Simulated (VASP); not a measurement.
# GaN: single point with PBE

Crystal: GaN.

```
Ga N
1.0
     3.21843    0.00000    0.00000
    -1.60921    2.78724    0.00000
     0.00000    0.00000    5.24303
Ga N
2 2
Direct
  0.33333 0.66667 0.99913
  0.66667 0.33333 0.49913
  0.37400 0.68700 0.36835
  0.66667 0.33333 0.87587
```

This cell differs from its parent crystal: atom 3 (N) moved -0.120 Å towards its neighbour atom 2 (Ga) at 1.967 Å.

```yaml
Program: VASP 6.6.1
Task: single point
Functional: PBE
Potentials_or_basis: VASP PAW PBE potentials, release 64 (Ga_d, N)
Cutoff: 520 eV
k_mesh: 12 × 12 × 6
Occupations: gaussian, width 0.05 eV
Spin: no spin polarisation
```

| Property | Result |
| --- | --- |
| Pressure | 0.7 GPa |
| Largest force | 1.162 eV/Å |
| Band gap on the k mesh | 1.60 eV, direct |

Forces on the atoms (eV/Å):
```
Ga   0.086  0.050 -0.243
Ga   0.757  0.437 -0.062
N   -0.897 -0.518  0.527
N    0.054  0.031 -0.222
```

Stress tensor (GPa, compression positive):
```
-1.06 -2.22  1.16
-2.22  1.50  0.67
 1.16  0.67  1.56
```

Levels at points of the mesh, in eV from the valence-band top:
```tsv
k point	band 14	band 15	band 16	band 17	band 18	band 19	band 20	band 21	band 22	band 23
(0.00, 0.00, 0.00)	-1.27	-0.94	-0.20	-0.13	0.00	1.60	4.01	8.82	9.63	9.69
(0.50, 0.00, 0.00)	-4.92	-4.34	-2.79	-2.03	-1.06	4.86	5.18	5.37	8.22	10.07
(0.00, 0.50, 0.00)	-5.40	-4.15	-2.68	-2.39	-0.97	4.88	5.30	6.06	8.23	9.71
(0.00, 0.00, 0.50)	-3.90	-0.83	-0.64	-0.61	-0.33	3.94	3.96	8.02	8.46	9.75
(0.50, 0.00, 0.50)	-6.18	-2.08	-2.04	-2.03	-1.96	4.26	4.36	7.26	7.35	9.61
(0.00, 0.50, 0.50)	-6.57	-2.10	-1.99	-1.89	-1.67	4.07	4.16	7.40	7.74	9.55
```

Run time: 3.1 min on 1 thread of Intel Xeon 6975P-C (shared host), peak memory 0.35 GiB.

Caveat: the cell differs from its parent crystal (atom 3 (N) moved -0.120 Å towards its neighbour atom 2 (Ga) at 1.967 Å); forces of over 1 eV/Å act on the atoms, so gaps and moduli don't describe the material at rest.
